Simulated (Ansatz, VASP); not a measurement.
## One calculation of K2Nb2O, two programs

INCAR

```
PREC     = Accurate       # precision mode
ENCUT    = 600            # plane-wave cutoff, eV
EDIFF    = 1E-6           # SCF threshold, eV
ISMEAR   = 0              # smearing method
SIGMA    = 0.1            # smearing width, eV
LREAL    = False          # projectors in reciprocal space
LASPH    = True           # aspherical terms in the spheres
NELM     = 80             # most SCF steps
ALGO     = Normal         # electronic algorithm
ISIF     = 3              # what is computed and relaxed
LWAVE    = False          # write WAVECAR
LCHARG   = False          # write CHGCAR
GGA      = PE             # functional
IBRION   = 2              # ionic algorithm
NSW      = 90             # ionic steps
EDIFFG   = -0.04          # ionic threshold
```

Contents of KPOINTS:

```
regular mesh
0
Gamma
  6 6 2
```

File POSCAR:

```
K2Nb2O
1.0
    4.2938471800      0.0000000000      0.0000000000
   -2.1469235900      3.7185807400      0.0000000000
    0.0000000000      0.0000000000      7.7133302300
K Nb O
2 2 1
Direct
    0.0000000000      0.0000000000      0.3003476500
    0.0000000000      0.0000000000      0.6996523500
    0.3333333300      0.6666666700      0.8858339700
    0.6666666700      0.3333333300      0.1141660300
    0.0000000000      0.0000000000      0.0000000000
```

Input for Ansatz:

```yaml
crystal:
  lattice:
    - [4.29384718, 0.0, 0.0]
    - [-2.14692359, 3.71858074, 0.0]
    - [0.0, 0.0, 7.71333023]
  atoms:
    - { symbol: K, position: [0.0, 0.0, 0.30034765] }
    - { symbol: K, position: [0.0, 0.0, 0.69965235] }
    - { symbol: Nb, position: [0.33333333, 0.66666667, 0.88583397] }
    - { symbol: Nb, position: [0.66666667, 0.33333333, 0.11416603] }
    - { symbol: O, position: [0.0, 0.0, 0.0] }
basis:
  ecutwfc: 420
kpoints:
  mp_grid: { grid: [6, 6, 2] }
hamiltonian:
  xc: pbe
scf:
  occupations: { method: gaussian, width: 0.1 }
  lower_state_search: "off"
output:
  forces: true
  stress: true
  eigenvalues: true
relax:
  adjacent_minimum: "off"
  f_tol: 0.04
  max_steps: 70
  cell: { stress_tol: 0.4 }
```

Alike in both runs: task relaxation of cell and atoms; functional PBE; k mesh 6 × 6 × 2; occupations gaussian, width 0.1 eV; no spin polarisation.

|  | VASP | Ansatz |
| --- | --- | --- |
| version | VASP 6.6.1 | Ansatz 0.2.0 |
| potentials or method | VASP PAW PBE potentials, release 64 (K_sv, Nb_sv, O), cutoff 600 eV | scalar-relativistic, plane waves, PAW |
| valence electrons in the cell | 50 | 50 |

VASP gave:

* gap on the k mesh at the Fermi level, each at its own relaxed structure (eV): none
* relaxed volume (Å³/atom): 25.17
* relaxed cell length with the largest relative difference (Å): 11.542

Q: What did Ansatz give for the same quantities?

A: gap on the k mesh at the Fermi level, each at its own relaxed structure (eV): none; relaxed volume (Å³/atom): 27.10; relaxed cell length with the largest relative difference (Å): 12.493.

A gap of «none» marks a metal or a gap that the smearing closes. One of these differences is far larger than is usual between the two programs; its cause wasn't traced.

The k mesh is coarse, so the values compare programs but aren't converged.
